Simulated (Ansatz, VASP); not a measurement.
SnTe in VASP and in Ansatz

```
Te Sn
1.0
     0.00000    3.61115    3.61115
     3.61115    0.00000    3.61115
     3.61115    3.61115    0.00000
Te Sn
1 1
Direct
  0.25000 0.25000 0.25000
  0.00000 0.00000 0.00000
```

Alike in both runs: functional PBEsol-based global hybrid with a share of 0.25 of exact exchange; k mesh 4 × 4 × 4; occupations fermi-dirac, width 0.05 eV; no spin polarisation.

|  | VASP | Ansatz |
| --- | --- | --- |
| version | VASP 6.6.1 | Ansatz 0.2.0 |
| potentials or method | VASP PAW PBE potentials, release 64 (Te, Sn_d) | Ansatz PAW |
| plane-wave cutoff (eV) | 520 | 420 |
| valence electrons in the cell | 20 | 30 |
| task | single point | band structure |

|  | VASP | Ansatz | Ansatz less VASP |
| --- | --- | --- | --- |
| gap on the k mesh at the Fermi level (eV) | 0.93 | 0.90 | -0.027 |
| least direct gap on the mesh (eV) | 1.75 | 1.74 | -0.014 |
| pressure (GPa) | -1.7 | -1.5 | +0.19 |

VASP's potentials were made for PBE, not for PBEsol-based global hybrid. With one functional, cell and mesh, what is left measures potentials, basis and numerics. VASP's potentials hold 20 valence electrons a cell and Ansatz's 30, so a difference there can come from the potentials and not from the codes.

Spin-orbit coupling is off throughout.
